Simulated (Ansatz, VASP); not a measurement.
# One calculation of AlN, two programs

Contents of INCAR:

```
SYSTEM = AlN
PREC = Accurate ; ENCUT = 520
EDIFF = 1E-6 ; ISMEAR = 0
SIGMA = 0.02 ; LREAL = .FALSE.
LASPH = .TRUE. ; NELM = 100
ALGO = Normal ; ISIF = 2
LWAVE = .FALSE. ; LCHARG = .FALSE.
GGA = PE ; NBANDS = 11
```

The input KPOINTS:

```
regular mesh
0
G
  10 10 10
  0 0 0
```

The input POSCAR:

```
AlN
1.0
    0.0000000000      2.0345180000      2.0345180000
    2.0345180000      0.0000000000      2.0345180000
    2.0345180000      2.0345180000      0.0000000000
Al N
1 1
Direct
    0.5368637682      0.4631362318      0.5368637682
    0.0000000000      0.0000000000      0.0000000000
```

Input for Ansatz:

```yaml
crystal:
  lattice:
    - [0.0, 2.034518, 2.034518]
    - [2.034518, 0.0, 2.034518]
    - [2.034518, 2.034518, 0.0]
  atoms:
    - { symbol: Al, position: [0.5368637682, 0.4631362318, 0.5368637682] }
    - { symbol: "N", position: [0.0, 0.0, 0.0] }
basis:
  ecutwfc: 420
kpoints:
  mp_grid: { grid: [10, 10, 10] }
hamiltonian:
  xc: pbe
scf:
  occupations: { method: gaussian, width: 0.02 }
output:
  forces: true
  stress: true
  eigenvalues: true
```

Change from the starting cell: one atom moved.

Alike in both runs: task single point; functional PBE; k mesh 10 × 10 × 10; occupations gaussian, width 0.02 eV; no spin polarisation.

|  | VASP | Ansatz |
| --- | --- | --- |
| version | VASP 6.6.1 | Ansatz 0.2.0 |
| potentials or method | VASP PAW PBE potentials, release 64 (Al, N), cutoff 520 eV | scalar-relativistic, plane waves, PAW |
| valence electrons in the cell | 8 | 8 |

```tsv
	VASP	Ansatz	Ansatz less VASP
gap on the k mesh at the Fermi level (eV)	4.36	4.38	+0.023
least direct gap on the mesh (eV)	5.36	5.35	-0.011
pressure (GPa)	3.6	3.9	+0.26
traceless stress, the component that is largest in VASP (GPa)	8.75	8.68	-0.062
rms of the force components (eV/Å)	0.684	0.683	-0.0005
```

Atom by atom the forces differ by 0.000 eV/Å (rms over components).
